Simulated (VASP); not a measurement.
A run of VASP 6.6.1:

File INCAR:

```
ALGO     = Normal         # electronic algorithm
EDIFF    = 1E-6           # SCF threshold, eV
ENCUT    = 520            # plane-wave cutoff, eV
GGA      = PE             # functional
ISIF     = 2              # what is computed and relaxed
ISMEAR   = -1             # smearing method
LASPH    = True           # aspherical terms in the spheres
LCHARG   = False          # write CHGCAR
LREAL    = False          # projectors in reciprocal space
LWAVE    = False          # write WAVECAR
NBANDS   = 16             # bands
NELM     = 60             # most SCF steps
PREC     = Accurate       # precision mode
SIGMA    = 0.02           # smearing width, eV
```

The input KPOINTS:

```
k-points
0
Gamma
  6 6 6
```

Contents of POSCAR:

```
InSb
1.0
    3.7689762345      0.0000000000      0.0000000000
    0.0000000000      3.7689762345      0.0000000000
    0.0000000000      0.0000000000      3.7689762345
In Sb
1 1
Direct
    0.0000000000      0.0000000000      0.0000000000
    0.5000000000      0.5000000000      0.5000000000
```

Potentials or basis: VASP PAW PBE potentials, release 64 (In_d, Sb).

Run with:

```sh
$ cat potpaw_PBE.64/In_d/POTCAR potpaw_PBE.64/Sb/POTCAR > POTCAR
$ mpirun -np 1 vasp_std > vasp.out
```

Hardware: 1 thread of AMD EPYC 7R13 Processor (Zen 3) (shared host).

Problem. Estimate the wall time of this run.

Solution. Wall time 8.1 s on 1 thread of AMD EPYC 7R13 Processor (Zen 3), with other jobs on the host, peak memory 0.13 GiB. Counts: scf iterations 11, k points 20.
